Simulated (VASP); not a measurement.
A run of VASP 6.6.1 is set up as follows.

File INCAR:

```
PREC     = Accurate       # precision mode
ENCUT    = 520            # plane-wave cutoff, eV
EDIFF    = 1E-6           # SCF threshold, eV
ISMEAR   = 0              # smearing method
SIGMA    = 0.1            # smearing width, eV
LREAL    = False          # projectors in reciprocal space
LASPH    = True           # aspherical terms in the spheres
NELM     = 100            # most SCF steps
ALGO     = Fast           # electronic algorithm
ISIF     = 2              # what is computed and relaxed
LWAVE    = False          # write WAVECAR
LCHARG   = False          # write CHGCAR
GGA      = PE             # functional
NBANDS   = 28             # bands
```

The input KPOINTS:

```
Automatic mesh
0
Gamma
  12 12 12
```

Contents of POSCAR:

```
Zr3B
1.0
   -2.7015327016      2.7015327016      2.7015327016
    2.7015327016     -2.7015327016      2.7015327016
    2.7015327016      2.7015327016     -2.7015327016
Zr B
3 1
Direct
    0.0000000000      0.5000000000      0.5000000000
    0.5000000000      0.0000000000      0.5000000000
    0.5000000000      0.5000000000      0.0000000000
    0.0000000000      0.0000000000      0.0000000000
```

Potentials or basis: VASP PAW PBE potentials, release 64 (Zr_sv, B).

The run is started by

```sh
$ cat potpaw_PBE.64/Zr_sv/POTCAR potpaw_PBE.64/B/POTCAR > POTCAR
$ mpirun -np 1 vasp_std > vasp.out
```

**Question.** Estimate the pressure.

**Answer.** 0.1 GPa.
